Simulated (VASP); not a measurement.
Wanted: the native input for a VASP 6.6.1 run.

- Task: relaxation of cell and atoms
- Functional: LDA
- Potentials or basis: VASP PAW LDA potentials, release 64 (Ba_sv, Zr_sv, O)
- Cutoff: 600 eV
- k mesh: 3 × 3 × 3
- Occupations: gaussian, width 0.01 eV
- Spin: no spin polarisation
- Dipole correction: no
- Further INCAR settings: ALGO = Normal; EDIFF = 1e-07; IBRION = 2; EDIFFG = -0.1; NSW = 60; ISIF = 3

The structure of BaZrO3 lies in POSCAR:

```
BaZrO3
1.0
    4.1913400000      0.0000000000      0.0000000000
    0.0000000000      4.1913400000      0.0000000000
    0.0000000000      0.0000000000      4.1913400000
Ba Zr O
1 1 3
Direct
    0.0000000000      0.0000000000      0.0000000000
    0.5000000000      0.5000000000      0.5000000000
    0.0000000000      0.5000000000      0.5000000000
    0.5000000000      0.0000000000      0.5000000000
    0.5000000000      0.5000000000      0.0000000000
```

One way to write it, as run:

INCAR

```
ALGO = Normal
EDIFF = 1E-7
EDIFFG = -0.1
ENCUT = 600
IBRION = 2
ISIF = 3
ISMEAR = 0
LASPH = T
LCHARG = F
LREAL = F
LWAVE = F
NELM = 100
NSW = 60
PREC = Accurate
SIGMA = 0.01
```

KPOINTS

```
k-points
0
Gamma
  3 3 3
```

Potentials or basis: VASP PAW LDA potentials, release 64 (Ba_sv, Zr_sv, O).

Run with:

```bash
$ cat potpaw_LDA.64/Ba_sv/POTCAR potpaw_LDA.64/Zr_sv/POTCAR potpaw_LDA.64/O/POTCAR > POTCAR
$ mpirun -np 1 vasp_std > vasp.out
```

It gave:

- Relaxed volume: 14.39 Å³/atom
- Relaxed cell: a = 4.160 Å, b = 4.160 Å, c = 4.160 Å, α = 90.00°, β = 90.00°, γ = 90.00°
- Space group after relaxing (to 0.05 Å): Pm-3m (No. 221)
- Energy gained by relaxing: 4.0 meV/atom
- Ionic steps: 3
- Pressure after relaxing: 0.0 GPa
- Band gap on the k mesh: 3.27 eV, direct

Caveat: the k points lie up to 0.50 Å⁻¹ apart in the final cell; spin-orbit coupling is left out, which moves the levels of the heavy elements.

It took 25 s on 1 thread of Intel Xeon 6975P-C, on a shared host, peak memory 0.18 GiB.
